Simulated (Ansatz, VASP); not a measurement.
# Two plane-wave programs on Fe

INCAR

```
PREC = Accurate
ENCUT = 690
EDIFF = 1E-6
ISMEAR = -1
SIGMA = 0.05
LREAL = F
LASPH = T
NELM = 120
ALGO = Normal
ISIF = 2
LWAVE = F
LCHARG = F
GGA = PS
NBANDS = 23
GGA_COMPAT = F
```

KPOINTS

```
regular mesh
0
Gamma
  12 12 7
```

File POSCAR:

```
Fe
1.0
    2.4341575853      0.0000000000      0.0000000000
   -1.2170787927      2.1080423057      0.0000000000
    0.0000000000      0.0000000000      3.8419344700
Fe
2
Direct
    0.6666666667      0.3333333333      0.7500000000
    0.3333333333      0.6666666667      0.2500000000
```

Contents of input.yaml:

```yaml
crystal:
  lattice:
    - [2.4341575853, 0.0, 0.0]
    - [-1.2170787927, 2.1080423057, 0.0]
    - [0.0, 0.0, 3.84193447]
  atoms:
    - { symbol: Fe, position: [0.6666666667, 0.3333333333, 0.75] }
    - { symbol: Fe, position: [0.3333333333, 0.6666666667, 0.25] }
hamiltonian:
  xc: pbesol
  pseudopotentials: { kind: paw }
kpoints:
  mp_grid: { grid: [12, 12, 7] }
scf:
  occupations: { method: fermi_dirac, width: 0.05 }
output:
  forces: true
  stress: true
  eigenvalues: true
```

Alike in both runs: task single point; functional PBEsol; k mesh 12 × 12 × 7; occupations fermi-dirac, width 0.05 eV; no spin polarisation.

|  | VASP | Ansatz |
| --- | --- | --- |
| version | VASP 6.6.1 | Ansatz 0.2.0 |
| potentials or method | VASP PAW PBE potentials, release 64 (Fe_sv) | Ansatz PAW |
| plane-wave cutoff (eV) | 690 | 420 |
| valence electrons in the cell | 32 | 32 |

```tsv
	VASP	Ansatz	Ansatz less VASP
gap on the k mesh at the Fermi level (eV)	none	none	-
pressure (GPa)	-3.4	-1.4	+1.91
traceless stress, the component that is largest in VASP (GPa)	1.10	1.16	+0.055
```

VASP's potentials were made for PBE, not for PBEsol. A gap of «none» marks a metal or a gap that the smearing closes.
